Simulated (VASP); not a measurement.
# AlRu (rocksalt type) (Fm-3m) in VASP: a series of runs

AlRu (rocksalt type) is run at these levels: PBE; tasks: relaxation of cell and atoms.

Program: VASP 6.6.1. These are calculated values, not measurements. Logs are shortened: lines on timing, memory, paths and dates and some standing lists are left out, and cuts for length are marked.

## 1. The cell of the first run

The structure is cubic, space group Fm-3m (No. 225). The conventional cell has a = 4.867 Å, b = 4.867 Å, c = 4.867 Å, α = 90.00°, β = 90.00°, γ = 90.00°. Within 3.2 Å of Ru (site symmetry m-3m) lie 6 Al at 2.43 Å. Within 3.2 Å of Al (site symmetry m-3m) lie 6 Ru at 2.43 Å.

## 2. Relaxation of cell and atoms, PBE, target pressure 12 GPa, at which the enthalpy is minimised

Contents of INCAR:

```
SYSTEM = AlRu
ALGO     = Normal         ! electronic algorithm
EDIFF    = 1E-7           ! SCF threshold, eV
EDIFFG   = -0.005         ! ionic threshold
ENCUT    = 600            ! plane-wave cutoff, eV
GGA      = PE             ! functional
IBRION   = 2              ! ionic algorithm
ISIF     = 3              ! what is computed and relaxed
ISMEAR   = -1             ! smearing method
LASPH    = .True.         ! aspherical terms in the spheres
LCHARG   = .False.        ! write CHGCAR
LREAL    = .False.        ! projectors in reciprocal space
LWAVE    = .False.        ! write WAVECAR
NELM     = 100            ! most SCF steps
NSW      = 60             ! ionic steps
PREC     = Accurate       ! precision mode
PSTRESS  = 120.0        
SIGMA    = 0.1            ! smearing width, eV
```

Contents of KPOINTS:

```
k-points
0
Gamma
  13 13 13
  0 0 0
```

Contents of POSCAR:

```
AlRu
1.0
    0.0000000000      2.4332629962      2.4332629962
    2.4332629962      0.0000000000      2.4332629962
    2.4332629962      2.4332629962      0.0000000000
Ru Al
1 1
Direct
    0.0000000000      0.0000000000      0.0000000000
    0.5000000000      0.5000000000      0.5000000000
```

Potentials or basis: VASP PAW PBE potentials, release 64 (Ru_pv, Al).

Run with:

```
$ cat potpaw_PBE.64/Ru_pv/POTCAR potpaw_PBE.64/Al/POTCAR > POTCAR
$ mpirun -np 1 vasp_std > vasp.out
```

OUTCAR:

```text
SYSTEM = AlRu
   EDIFF = 1E-7
   EDIFFG = -0.005
   ENCUT = 600
   GGA = PE
   IBRION = 2
   ISIF = 3
   ISMEAR = -1
   LASPH = .True.
   LREAL = .False.
   NELM = 100
   NSW = 60
   PREC = Accurate
   PSTRESS = 120.0

 ion  position               nearest neighbor table
   1  0.000  0.000  0.000-   2 2.43   2 2.43   2 2.43   2 2.43   2 2.43   2 2.43
   2  0.500  0.500  0.500-   1 2.43   1 2.43   1 2.43   1 2.43   1 2.43   1 2.43

  LATTYP: Found a face centered cubic cell.
 ALAT       =     4.8665259924

  Lattice vectors:

 A1 = (   0.0000000000,   2.4332629962,   2.4332629962)
 A2 = (   2.4332629962,   0.0000000000,   2.4332629962)
 A3 = (   2.4332629962,   2.4332629962,   0.0000000000)

Analysis of symmetry for initial positions (statically):
=====================================================================
 Subroutine PRICEL returns:
 Original cell was already a primitive cell.

 Routine SETGRP: Setting up the symmetry group for a
 face centered cubic supercell.

 Subroutine GETGRP returns: Found 48 space group operations
 (whereof 48 operations were pure point group operations)
 out of a pool of 48 trial point group operations.

The static configuration has the point symmetry O_h .

Analysis of symmetry for dynamics (positions and initial velocities):
=====================================================================
 Subroutine PRICEL returns:
 Original cell was already a primitive cell.

 Routine SETGRP: Setting up the symmetry group for a
 face centered cubic supercell.

 Subroutine GETGRP returns: Found 48 space group operations
 (whereof 48 operations were pure point group operations)
 out of a pool of 48 trial point group operations.

The dynamic configuration has the point symmetry O_h .

 Subroutine INISYM returns: Found 48 space group operations
 (whereof 48 operations are pure point group operations),
 and found     1 'primitive' translations

----------------------------------------------------------------------------------------

                                     Primitive cell

  volume of cell :      28.8136

  direct lattice vectors                    reciprocal lattice vectors
     0.000000000  2.433262996  2.433262996    -0.205485392  0.205485392  0.205485392
     2.433262996  0.000000000  2.433262996     0.205485392 -0.205485392  0.205485392
     2.433262996  2.433262996  0.000000000     0.205485392  0.205485392 -0.205485392

  length of vectors
     3.441153530  3.441153530  3.441153530     0.355911139  0.355911139  0.355911139

  position of ions in fractional coordinates (direct lattice)
     0.000000000  0.000000000  0.000000000
     0.500000000  0.500000000  0.500000000

  ion indices of the primitive-cell ions
   primitive index   ion index
                 1           1
                 2           2

----------------------------------------------------------------------------------------

 KPOINTS: k-points

Automatic generation of k-mesh.
 Grid dimensions read from file:
 generate k-points for:   13   13   13

 Generating k-lattice:

  Cartesian coordinates                     Fractional coordinates (reciprocal lattice)
    -0.015806569  0.015806569  0.015806569     0.076923077  0.000000000  0.000000000
     0.015806569 -0.015806569  0.015806569     0.000000000  0.076923077  0.000000000
     0.015806569  0.015806569 -0.015806569     0.000000000  0.000000000  0.076923077

  Length of vectors
     0.027377780  0.027377780  0.027377780

  Shift w.r.t. Gamma in fractional coordinates (k-lattice)
     0.000000000  0.000000000  0.000000000

 Subroutine IBZKPT returns following result:
 ===========================================

 Found     84 irreducible k-points:

 Following reciprocal coordinates:
            Coordinates               Weight
  0.000000  0.000000  0.000000      1.000000
  0.076923  0.000000  0.000000      8.000000
  0.153846  0.000000  0.000000      8.000000
  0.230769  0.000000  0.000000      8.000000
  0.307692  0.000000  0.000000      8.000000
  0.384615  0.000000  0.000000      8.000000
[... 16 lines left out ...]
  0.384615  0.153846  0.000000     24.000000
  0.461538  0.153846  0.000000     24.000000
 [... further k-points ...]
   k-points           NKPTS =     84   k-points in BZ     NKDIM =     84   number of bands    NBANDS=     12
   number of dos      NEDOS =    301   number of ions     NIONS =      2
   total plane-waves  NPLWV =  21952
   dimension x,y,z NGX =    28 NGY =   28 NGZ =   28
   dimension x,y,z NGXF=    56 NGYF=   56 NGZF=   56
   ions per type =               1   1
   NGX,Y,Z   is equivalent  to a cutoff of  13.53, 13.53, 13.53 a.u.
   NGXF,Y,Z  is equivalent  to a cutoff of  27.05, 27.05, 27.05 a.u.
 SYSTEM =  AlRu
   PREC   = accura    normal or accurate (medium, high low for compatibility)
   ISTART =      0    job   : 0-new  1-cont  2-samecut
   ICHARG =      2    charge: 1-file 2-atom 10-const
   ISPIN  =      1    spin polarized calculation?
   LNONCOLLINEAR =      F non collinear calculations
   LSORBIT =      F    spin-orbit coupling
   LASPH  =      T    aspherical Exc in radial PAW
   ENCUT  =  600.0 eV  44.10 Ry    6.64 a.u.   6.87  6.87  6.87*2*pi/ulx,y,z
   NELM   =    100;   NELMIN=  2; NELMDL= -5     # of ELM steps
   EDIFF  = 0.1E-06   stopping-criterion for ELM
   LREAL  =      F    real-space projection
   EDIFFG = -.5E-02   stopping-criterion for IOM
   NSW    =     60    number of steps for IOM
   IBRION =      2    ionic relax: 0-MD 1-quasi-New 2-CG
   NFREE  =      1    steps in history (QN), initial steepest desc. (CG)
   ISIF   =      3    stress and relaxation
   ISYM   =      2    0-nonsym 1-usesym 2-fastsym
   POTIM  = 0.5000    time-step for ionic-motion
   TEBEG  =    0.0;   TEEND  =   0.0 temperature during run
   PSTRESS=  120.0 pullay stress
   NELECT =      17.0000    total number of electrons
   NUPDOWN=      -1.0000    fix difference up-down
   EMIN   =  10.00;   EMAX   =-10.00  energy-range for DOS
   EFERMI =   0.00;   METHOD = LEGACY
   ISMEAR =    -1;   SIGMA  =   0.10  broadening in eV -4-tet -1-fermi 0-gaus
   EFERMI_NEDOS =   21; number of points for ismear=-14 and -15
   IALGO  =     38    algorithm
   IMIX   =      4    mixing-type and parameters
     AMIX     =   0.40;   BMIX     =  1.00
     AMIX_MAG =   1.60;   BMIX_MAG =  1.00
  volume/ion in A,a.u.               =      14.41        97.22
  Fermi-wavevector in a.u.,A,eV,Ry     =   1.373068  2.594723 25.651283  1.885316
  Thomas-Fermi vector in A             =   2.498618
   LORBIT       =      0    0 simple, 1 ext, 2 COOP (PROOUT), +10 PAW based schemes
   GGA     = PE    functional components
   LHFCALC =     F    Hartree Fock is set to
   AEXX    =    0.0000 exact exchange contribution
   IVDW    =     0    specifies the selected vdW correction
   LEPSILON=     F    determine dielectric tensor
   LRPA    =     F    only Hartree local field effects (RPA)
 conjugate gradient relaxation of ions
 non-spin polarized calculation
  energy-cutoff  :      600.00
  volume of cell :       28.81
 maximum number of plane-waves:       974
   NGX = 13   NGY = 13   NGZ = 13

--------------------------------------- Ionic step        1  -------------------------------------------

 number of electron      17.0000000 magnetization

 Free energy of the ion-electron system (eV)
  ---------------------------------------------------
  ext. energy  EPLUGINS =         0.00000000
  ---------------------------------------------------
  free energy    TOTEN  =       -12.63773952 eV

  energy without entropy =      -12.57688322  energy(sigma->0) =      -12.60731137

------------------------ aborting loop because EDIFF is reached ----------------------------------------

  FORCE on cell =-STRESS in cart. coord.  units (eV):
  Direction    XX          YY          ZZ          XY          YZ          ZX
  --------------------------------------------------------------------------------------
  -------------------------------------------------------------------------------------
  Total        2.1683031      2.1683031      2.1683031      0.0000000      0.0000000     -0.0000000
  in kB      120.5683772    120.5683772    120.5683772      0.0000000      0.0000000     -0.0000000
  external PRESSURE =       0.5683772 kB  Pullay stress =     120.0000000 kB

 VOLUME and BASIS-vectors are now :
 -----------------------------------------------------------------------------
  energy-cutoff  :      600.00
  volume of cell :       28.81
      direct lattice vectors                 reciprocal lattice vectors
     0.000000000  2.433262996  2.433262996    -0.205485392  0.205485392  0.205485392
     2.433262996  0.000000000  2.433262996     0.205485392 -0.205485392  0.205485392
     2.433262996  2.433262996  0.000000000     0.205485392  0.205485392 -0.205485392
[... 46 lines left out ...]
  FREE ENERGIE OF THE ION-ELECTRON SYSTEM (eV)
  ---------------------------------------------------
  free  energy   TOTEN  =       -12.6393338220 eV

  energy  without entropy=      -12.5783827717  energy(sigma->0) =      -12.60885830

  enthalpy is  TOTEN    =       -10.4796557690 eV   P V=        2.1596780531

--------------------------------------- Ionic step        3  -------------------------------------------

 number of electron      17.0000000 magnetization

 Free energy of the ion-electron system (eV)
  ---------------------------------------------------
  ext. energy  EPLUGINS =         0.00000000
  ---------------------------------------------------
  free energy    TOTEN  =       -12.63834899 eV

  energy without entropy =      -12.57745719  energy(sigma->0) =      -12.60790309

 E-fermi :   9.9838     XC(G=0): -12.0898

 val. band max:        9.9837793161   @ k =   0.4615   0.4615   0.0000
 cond. band min:       9.9869316667   @ k =  -0.4615   0.4615   0.0769
 fundamental gap:      0.0031523506
 Fermi energy:         9.9838152253

 k-point     1 :       0.0000    0.0000    0.0000
  band No.  band energies     occupation
      1     -31.9233      2.00000
      2     -31.9233      2.00000
      3     -31.9233      2.00000
      4       0.5602      2.00000
      5       7.7438      2.00000
      6       7.7438      2.00000
      7       7.7438      2.00000
      8       8.1099      2.00000
      9       8.1099      2.00000
     10      16.9178      0.00000
     11      16.9178      0.00000
     12      16.9178      0.00000

 k-point     2 :       0.0769    0.0000    0.0000
  band No.  band energies     occupation
      1     -31.9286      2.00000
      2     -31.9241      2.00000
      3     -31.9241      2.00000
      4       0.6886      2.00000
      5       7.6578      2.00000
      6       7.7817      2.00000
      7       7.7817      2.00000
      8       8.0757      2.00000
      9       8.0757      2.00000
     10      16.5613      0.00000
     11      17.0910      0.00000
     12      17.0910      0.00000
[... 316 lines left out ...]
 k-point    24 :       0.4615    0.1538    0.0000
  band No.  band energies     occupation
      1     -32.0033      2.00000
      2     -31.9473      2.00000
      3     -31.9425      2.00000
      4       3.9498      2.00000
      5       5.7813      2.00000
      6       6.8774      2.00000
      7       7.3202      2.00000
      8       9.5335      1.97810
      9       9.6320      1.94239
     10      11.7363      0.00000
     11      16.4366      0.00000
     12      16.9494      0.00000

 [... further k-points ...]

------------------------ aborting loop because EDIFF is reached ----------------------------------------

  FORCE on cell =-STRESS in cart. coord.  units (eV):
  Direction    XX          YY          ZZ          XY          YZ          ZX
  --------------------------------------------------------------------------------------
  -------------------------------------------------------------------------------------
  Total        2.1600728      2.1600728      2.1600728      0.0000000      0.0000000     -0.0000000
  in kB      120.0768885    120.0768885    120.0768885      0.0000000      0.0000000     -0.0000000
  external PRESSURE =       0.0768885 kB  Pullay stress =     120.0000000 kB

 VOLUME and BASIS-vectors are now :
 -----------------------------------------------------------------------------
  energy-cutoff  :      600.00
  volume of cell :       28.82
      direct lattice vectors                 reciprocal lattice vectors
     0.000000000  2.433491604  2.433491604    -0.205466088  0.205466088  0.205466088
     2.433491604 -0.000000000  2.433491604     0.205466088 -0.205466088  0.205466088
     2.433491604  2.433491604 -0.000000000     0.205466088  0.205466088 -0.205466088

 POSITION                                       TOTAL-FORCE (eV/Angst)
 -----------------------------------------------------------------------------------
      0.00000      0.00000      0.00000        -0.000000      0.000000      0.000000
      2.43349      2.43349      2.43349         0.000000     -0.000000     -0.000000
 -----------------------------------------------------------------------------------
    total drift:                               -0.000000     -0.000000      0.000000

  FREE ENERGIE OF THE ION-ELECTRON SYSTEM (eV)
  ---------------------------------------------------
  free  energy   TOTEN  =       -12.6383489890 eV

  energy  without entropy=      -12.5774571929  energy(sigma->0) =      -12.60790309

  enthalpy is  TOTEN    =       -10.4796593068 eV   P V=        2.1586896822

 reached required accuracy - stopping structural energy minimisation
```

Wall time 46 s (1 thread of Intel Xeon 6975P-C, shared host); peak memory 0.18 GiB.

Results:

| Property | Result |
| --- | --- |
| Free energy | -12.6383 eV |
| Relaxed volume | 14.41 Å³/atom |
| Relaxed cell | a = 3.441 Å, b = 3.441 Å, c = 3.441 Å, α = 60.00°, β = 60.00°, γ = 60.00° |
| Space group after relaxing (to 0.05 Å) | Fm-3m (No. 225) |
| Energy change on relaxing (the enthalpy is what falls) | -0.3 meV/atom |
| Ionic steps | 3 |
| Pressure after relaxing | 12.0 GPa |

The path:
| step | energy change (eV) | largest force (eV/Å) | pressure (GPa) | volume (Å³) |
| --- | --- | --- | --- | --- |
| 1 | 0.0000 | 0.0000 | 12.06 | 28.81 |
| 2 | -0.0016 | 0.0000 | 11.91 | 28.83 |
| 3 | -0.0006 | 0.0000 | 12.01 | 28.82 |

Final structure:
```xyz
2
Lattice="0.0000 2.4335 2.4335 2.4335 0.0000 2.4335 2.4335 2.4335 0.0000" Properties=species:S:1:pos:R:3 pbc="T T T"
Ru    0.0000    0.0000    0.0000
Al    2.4335    2.4335    2.4335
```

Levels at points of the mesh, in eV from the Fermi level:
```
           k point  band 5  band 6  band 7  band 8  band 9  band 10  band 11  band 12
(0.00, 0.00, 0.00)   -2.24   -2.24   -2.24   -1.87   -1.87     6.93     6.93     6.93
```

Caveat: the cell is relaxed towards a set pressure, so the enthalpy falls and the energy may rise.

[end of part 1 of 2]
